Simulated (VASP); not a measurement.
# C (Fd-3m) in VASP: notebook

C is run at these levels: PBEsol, RPBE; tasks: single point.

Everything below comes from runs of VASP 6.6.1. Logs are shortened: lines on timing, memory, paths and dates and some standing lists are left out, and cuts for length are marked.

## 1. The cell of the first run

Symmetry: Fd-3m, No. 227, cubic system. The conventional cell has a = 3.554 Å, b = 3.554 Å, c = 3.554 Å, α = 90.00°, β = 90.00°, γ = 90.00°. Within 2.1 Å of C (site symmetry -43m) lie 4 C at 1.54 Å.

## 2. Single point, PBEsol

INCAR

```
PREC = Accurate
ENCUT = 600
EDIFF = 1E-6
ISMEAR = 0
SIGMA = 0.01
LREAL = False
LASPH = True
NELM = 120
ALGO = Normal
ISIF = 2
LWAVE = False
LCHARG = False
GGA = PS
NBANDS = 11
GGA_COMPAT = False
```

KPOINTS

```
regular mesh
0
Gamma
  10 10 10
```

POSCAR

```
C
1.0
    0.0000000000      1.7769014157      1.7769014157
    1.7769014157      0.0000000000      1.7769014157
    1.7769014157      1.7769014157      0.0000000000
C
2
Direct
    0.5000000000      0.5000000000      0.5000000000
    0.7500000000      0.7500000000      0.7500000000
```

Potentials or basis: VASP PAW PBE potentials, release 64 (C).

Started as:

```sh
cat potpaw_PBE.64/C/POTCAR > POTCAR
mpirun -np 1 vasp_std > vasp.out
```

OUTCAR:

```text
PREC = Accurate
   ENCUT = 600
   EDIFF = 1E-6
   ISMEAR = 0
   LREAL = False
   LASPH = True
   NELM = 120
   ISIF = 2
   GGA = PS

 ion  position               nearest neighbor table
   1  0.500  0.500  0.500-   2 1.54   2 1.54   2 1.54   2 1.54
   2  0.750  0.750  0.750-   1 1.54   1 1.54   1 1.54   1 1.54

  LATTYP: Found a face centered cubic cell.
 ALAT       =     3.5538028314

  Lattice vectors:

 A1 = (   0.0000000000,   1.7769014157,   1.7769014157)
 A2 = (   1.7769014157,   0.0000000000,   1.7769014157)
 A3 = (   1.7769014157,   1.7769014157,   0.0000000000)

Analysis of symmetry for initial positions (statically):
=====================================================================
 Subroutine PRICEL returns:
 Original cell was already a primitive cell.

 Routine SETGRP: Setting up the symmetry group for a
 face centered cubic supercell.

 Subroutine GETGRP returns: Found 48 space group operations
 (whereof 24 operations were pure point group operations)
 out of a pool of 48 trial point group operations.

The static configuration has the point symmetry T_d .
 The point group associated with its full space group is O_h .

Analysis of symmetry for dynamics (positions and initial velocities):
=====================================================================
 Subroutine PRICEL returns:
 Original cell was already a primitive cell.

 Routine SETGRP: Setting up the symmetry group for a
 face centered cubic supercell.

 Subroutine GETGRP returns: Found 48 space group operations
 (whereof 24 operations were pure point group operations)
 out of a pool of 48 trial point group operations.

The dynamic configuration has the point symmetry T_d .
 The point group associated with its full space group is O_h .

 Subroutine INISYM returns: Found 48 space group operations
 (whereof 24 operations are pure point group operations),
 and found     1 'primitive' translations

----------------------------------------------------------------------------------------

                                     Primitive cell

  volume of cell :      11.2207

  direct lattice vectors                    reciprocal lattice vectors
     0.000000000  1.776901416  1.776901416    -0.281388712  0.281388712  0.281388712
     1.776901416  0.000000000  1.776901416     0.281388712 -0.281388712  0.281388712
     1.776901416  1.776901416  0.000000000     0.281388712  0.281388712 -0.281388712

  length of vectors
     2.512918081  2.512918081  2.512918081     0.487379545  0.487379545  0.487379545

  position of ions in fractional coordinates (direct lattice)
     0.500000000  0.500000000  0.500000000
     0.750000000  0.750000000  0.750000000

  ion indices of the primitive-cell ions
   primitive index   ion index
                 1           1
                 2           2

----------------------------------------------------------------------------------------

 KPOINTS: regular mesh

Automatic generation of k-mesh.
 Grid dimensions read from file:
 generate k-points for:   10   10   10

 Generating k-lattice:

  Cartesian coordinates                     Fractional coordinates (reciprocal lattice)
    -0.028138871  0.028138871  0.028138871     0.100000000  0.000000000  0.000000000
     0.028138871 -0.028138871  0.028138871     0.000000000  0.100000000  0.000000000
     0.028138871  0.028138871 -0.028138871     0.000000000  0.000000000  0.100000000

  Length of vectors
     0.048737955  0.048737955  0.048737955

  Shift w.r.t. Gamma in fractional coordinates (k-lattice)
     0.000000000  0.000000000  0.000000000

 Subroutine IBZKPT returns following result:
 ===========================================

 Found     47 irreducible k-points:

 Following reciprocal coordinates:
            Coordinates               Weight
  0.000000  0.000000  0.000000      1.000000
  0.100000  0.000000  0.000000      8.000000
  0.200000  0.000000  0.000000      8.000000
  0.300000  0.000000  0.000000      8.000000
  0.400000  0.000000  0.000000      8.000000
  0.500000  0.000000  0.000000      4.000000
[... 16 lines left out ...]
  0.300000  0.300000  0.000000      6.000000
  0.400000  0.300000  0.000000     24.000000
 [... further k-points ...]
   k-points           NKPTS =     47   k-points in BZ     NKDIM =     47   number of bands    NBANDS=     11
   number of dos      NEDOS =    301   number of ions     NIONS =      2
   total plane-waves  NPLWV =   8000
   dimension x,y,z NGX =    20 NGY =   20 NGZ =   20
   dimension x,y,z NGXF=    40 NGYF=   40 NGZF=   40
   ions per type =               2
   NGX,Y,Z   is equivalent  to a cutoff of  13.23, 13.23, 13.23 a.u.
   NGXF,Y,Z  is equivalent  to a cutoff of  26.46, 26.46, 26.46 a.u.
 SYSTEM =  unknown system
   PREC   = accura    normal or accurate (medium, high low for compatibility)
   ISTART =      0    job   : 0-new  1-cont  2-samecut
   ICHARG =      2    charge: 1-file 2-atom 10-const
   ISPIN  =      1    spin polarized calculation?
   LNONCOLLINEAR =      F non collinear calculations
   LSORBIT =      F    spin-orbit coupling
   LASPH  =      T    aspherical Exc in radial PAW
   ENCUT  =  600.0 eV  44.10 Ry    6.64 a.u.   5.02  5.02  5.02*2*pi/ulx,y,z
   NELM   =    120;   NELMIN=  2; NELMDL= -5     # of ELM steps
   EDIFF  = 0.1E-05   stopping-criterion for ELM
   LREAL  =      F    real-space projection
   EDIFFG = 0.1E-04   stopping-criterion for IOM
   NSW    =      0    number of steps for IOM
   IBRION =     -1    ionic relax: 0-MD 1-quasi-New 2-CG
   NFREE  =      0    steps in history (QN), initial steepest desc. (CG)
   ISIF   =      2    stress and relaxation
   ISYM   =      2    0-nonsym 1-usesym 2-fastsym
   POTIM  = 0.5000    time-step for ionic-motion
   TEBEG  =    0.0;   TEEND  =   0.0 temperature during run
   PSTRESS=    0.0 pullay stress
   NELECT =       8.0000    total number of electrons
   NUPDOWN=      -1.0000    fix difference up-down
   EMIN   =  10.00;   EMAX   =-10.00  energy-range for DOS
   EFERMI =   0.00;   METHOD = LEGACY
   ISMEAR =     0;   SIGMA  =   0.01  broadening in eV -4-tet -1-fermi 0-gaus
   EFERMI_NEDOS =   21; number of points for ismear=-14 and -15
   IALGO  =     38    algorithm
   IMIX   =      4    mixing-type and parameters
     AMIX     =   0.40;   BMIX     =  1.00
     AMIX_MAG =   1.60;   BMIX_MAG =  1.00
  volume/ion in A,a.u.               =       5.61        37.86
  Fermi-wavevector in a.u.,A,eV,Ry     =   1.462508  2.763739 29.101893  2.138929
  Thomas-Fermi vector in A             =   2.578713
   LORBIT       =      0    0 simple, 1 ext, 2 COOP (PROOUT), +10 PAW based schemes
   GGA     = PS    functional components
   LHFCALC =     F    Hartree Fock is set to
   AEXX    =    0.0000 exact exchange contribution
   IVDW    =     0    specifies the selected vdW correction
   LEPSILON=     F    determine dielectric tensor
   LRPA    =     F    only Hartree local field effects (RPA)
 non-spin polarized calculation
 Gauss-broadening in eV      SIGMA  =   0.01
  energy-cutoff  :      600.00
  volume of cell :       11.22
 maximum number of plane-waves:       388
   NGX =  9   NGY =  9   NGZ =  9

 number of electron       7.9999999 magnetization

 Free energy of the ion-electron system (eV)
  ---------------------------------------------------
  ext. energy  EPLUGINS =         0.00000000
  ---------------------------------------------------
  free energy    TOTEN  =       -19.25415213 eV

  energy without entropy =      -19.25415213  energy(sigma->0) =      -19.25415213

 E-fermi :   9.9618     XC(G=0): -13.4866

 val. band max:        9.8663854828   @ k =   0.0000   0.0000   0.0000
 cond. band min:      13.9258965556   @ k =   0.4000   0.4000   0.0000
 fundamental gap:      4.0595110729
 Fermi energy:         9.9618380227

 k-point     1 :       0.0000    0.0000    0.0000
  band No.  band energies     occupation
      1     -11.8020      2.00000
      2       9.8664      2.00000
      3       9.8664      2.00000
      4       9.8664      2.00000
      5      15.4358      0.00000
      6      15.4358      0.00000
      7      15.4358      0.00000
      8      23.4837      0.00000
      9      28.9657      0.00000
     10      36.4563      0.00000
     11      36.4563      0.00000

 k-point     2 :       0.1000    0.0000    0.0000
  band No.  band energies     occupation
      1     -11.5226      2.00000
      2       8.1649      2.00000
      3       9.4104      2.00000
      4       9.4104      2.00000
      5      16.0331      0.00000
      6      16.0331      0.00000
      7      16.4033      0.00000
      8      23.6931      0.00000
      9      29.4205      0.00000
     10      33.8010      0.00000
     11      33.8010      0.00000

 k-point     3 :       0.2000    0.0000    0.0000
  band No.  band energies     occupation
      1     -10.6885      2.00000
      2       4.9212      2.00000
      3       8.5202      2.00000
      4       8.5202      2.00000
      5      17.1762      0.00000
      6      17.1762      0.00000
      7      17.6531      0.00000
      8      24.2656      0.00000
      9      30.2060      0.00000
     10      32.2674      0.00000
     11      32.2674      0.00000

 k-point     4 :       0.3000    0.0000    0.0000
  band No.  band energies     occupation
      1      -9.3190      2.00000
      2       1.4835      2.00000
      3       7.7201      2.00000
      4       7.7201      2.00000
      5      17.9925      0.00000
      6      17.9925      0.00000
      7      18.3905      0.00000
      8      24.9427      0.00000
      9      30.5762      0.00000
     10      32.5482      0.00000
     11      32.5482      0.00000

 k-point     5 :       0.4000    0.0000    0.0000
  band No.  band energies     occupation
      1      -7.4798      2.00000
      2      -1.6914      2.00000
      3       7.2032      2.00000
      4       7.2032      2.00000
      5      18.2657      0.00000
      6      18.2657      0.00000
      7      18.7469      0.00000
      8      25.3540      0.00000
      9      31.1085      0.00000
     10      34.3549      0.00000
     11      34.3549      0.00000
[... 211 lines left out ...]
 k-point    21 :      -0.3000    0.2000    0.0000
  band No.  band energies     occupation
      1      -7.1989      2.00000
      2       0.0787      2.00000
      3       3.1777      2.00000
      4       6.8268      2.00000
      5      17.7997      0.00000
      6      19.7230      0.00000
      7      21.6625      0.00000
      8      24.3907      0.00000
      9      29.5333      0.00000
     10      30.9198      0.00000
     11      34.6070      0.00000

 k-point    22 :      -0.2000    0.2000    0.0000
  band No.  band energies     occupation
      1      -8.8664      2.00000
      2       2.8325      2.00000
      3       3.7499      2.00000
      4       7.8522      2.00000
      5      18.3678      0.00000
      6      18.4561      0.00000
      7      20.3896      0.00000
      8      23.6073      0.00000
      9      29.7853      0.00000
     10      30.7224      0.00000
     11      33.8394      0.00000

 k-point    23 :       0.3000    0.3000    0.0000
  band No.  band energies     occupation
      1      -8.4958      2.00000
      2       3.7778      2.00000
      3       4.8934      2.00000
      4       4.8934      2.00000
      5      14.0177      0.00000
      6      18.4163      0.00000
      7      23.0470      0.00000
      8      23.0470      0.00000
      9      30.8226      0.00000
     10      32.6323      0.00000
     11      40.6989      0.00000

 k-point    24 :       0.4000    0.3000    0.0000
  band No.  band energies     occupation
      1      -7.1616      2.00000
      2       1.7780      2.00000
      3       3.7768      2.00000
      4       4.4167      2.00000
      5      14.5700      0.00000
      6      17.7551      0.00000
      7      24.0414      0.00000
      8      24.1118      0.00000
      9      31.7182      0.00000
     10      32.7054      0.00000
     11      40.6554      0.00000

 [... further k-points ...]
[... 5 lines left out ...]
  --------------------------------------------------------------------------------------
  -------------------------------------------------------------------------------------
  Total        0.0309888      0.0309888      0.0309888      0.0000000      0.0000000     -0.0000000
  in kB        4.4248220      4.4248220      4.4248220      0.0000000      0.0000000     -0.0000000
  external PRESSURE =       4.4248220 kB  Pullay stress =       0.0000000 kB

 VOLUME and BASIS-vectors are now :
 -----------------------------------------------------------------------------
  energy-cutoff  :      600.00
  volume of cell :       11.22
      direct lattice vectors                 reciprocal lattice vectors
     0.000000000  1.776901416  1.776901416    -0.281388712  0.281388712  0.281388712
     1.776901416  0.000000000  1.776901416     0.281388712 -0.281388712  0.281388712
     1.776901416  1.776901416  0.000000000     0.281388712  0.281388712 -0.281388712

 POSITION                                       TOTAL-FORCE (eV/Angst)
 -----------------------------------------------------------------------------------
      1.77690      1.77690      1.77690        -0.000000     -0.000000     -0.000000
      2.66535      2.66535      2.66535         0.000000      0.000000      0.000000
 -----------------------------------------------------------------------------------
    total drift:                                0.000000     -0.000000      0.000000

  FREE ENERGIE OF THE ION-ELECTRON SYSTEM (eV)
  ---------------------------------------------------
  free  energy   TOTEN  =       -19.2541521316 eV

  energy  without entropy=      -19.2541521316  energy(sigma->0) =      -19.25415213
```

It took 9 s on 1 thread of Intel Xeon Platinum 8375C at 2.90GHz (Ice Lake), shared host; peak memory 0.12 GiB.

What came out:

- Free energy: -19.2542 eV
- Pressure: 0.4 GPa
- Band gap on the k mesh: 4.06 eV (least direct gap 5.57 eV)

Levels at points of the mesh, in eV from the valence-band top:
```csv
k point,band 2,band 3,band 4,band 5,band 6,band 7
"(0.00, 0.00, 0.00)",0.00,0.00,0.00,5.57,5.57,5.57
"(0.50, 0.00, 0.00)",-13.59,-2.84,-2.84,8.43,8.43,8.99
"(0.50, 0.50, 0.00)",-12.85,-6.40,-6.40,4.62,4.62,16.95
```

Caveat: the PAW data sets were made with another functional, which shifts forces and pressure a little. A k mesh can miss the band edges.

## 3. Single point, RPBE

This run uses another cell than the first one, of 5.78 Å³/atom.

INCAR

```
SYSTEM = C
PREC = Accurate ; ENCUT = 600
EDIFF = 1E-6 ; ISMEAR = 0
SIGMA = 0.01 ; LREAL = .FALSE.
LASPH = .TRUE. ; NELM = 120
ALGO = Normal ; ISIF = 2
LWAVE = .FALSE. ; LCHARG = .FALSE.
GGA = RP ; NBANDS = 11
GGA_COMPAT = .FALSE.
```

KPOINTS

```
regular mesh
0
G
  10 10 10
  0 0 0
```

POSCAR

```
C
1.0
    0.0000000000      1.7942906861      1.7942906861
    1.7942906861      0.0000000000      1.7942906861
    1.7942906861      1.7942906861      0.0000000000
C
2
Direct
    0.5000000000      0.5000000000      0.5000000000
    0.7500000000      0.7500000000      0.7500000000
```

Potentials or basis: VASP PAW PBE potentials, release 64 (C).

Started as:

```sh
cat potpaw_PBE.64/C/POTCAR > POTCAR
mpirun -np 1 vasp_std > vasp.out
```

It used 5.7 s of CPU time on 1 thread of Intel(R) Xeon(R) Platinum 8375C CPU @ 2.90GHz (Ice Lake), with other jobs on the host.

Results (log left out):

```
Free energy            : -17.2403 eV
Pressure               : -0.2 GPa
Band gap on the k mesh : 4.13 eV (least direct gap 5.54 eV)
```

Levels at points of the mesh, in eV from the valence-band top:
```tsv
k point	band 1	band 2	band 3	band 4	band 5	band 6	band 7	band 8	band 9
(0.00, 0.00, 0.00)	-21.31	0.00	0.00	0.00	5.54	5.54	5.54	12.86	19.18
(0.50, 0.00, 0.00)	-15.66	-13.20	-2.76	-2.76	8.39	8.39	8.55	15.64	21.79
(0.50, 0.50, 0.00)	-12.71	-12.71	-6.20	-6.20	4.72	4.72	16.62	16.62	23.03
```

Caveat: the PAW data sets were made with another functional, which shifts forces and pressure a little. As with any semilocal functional, this RPBE gap is likely too small.
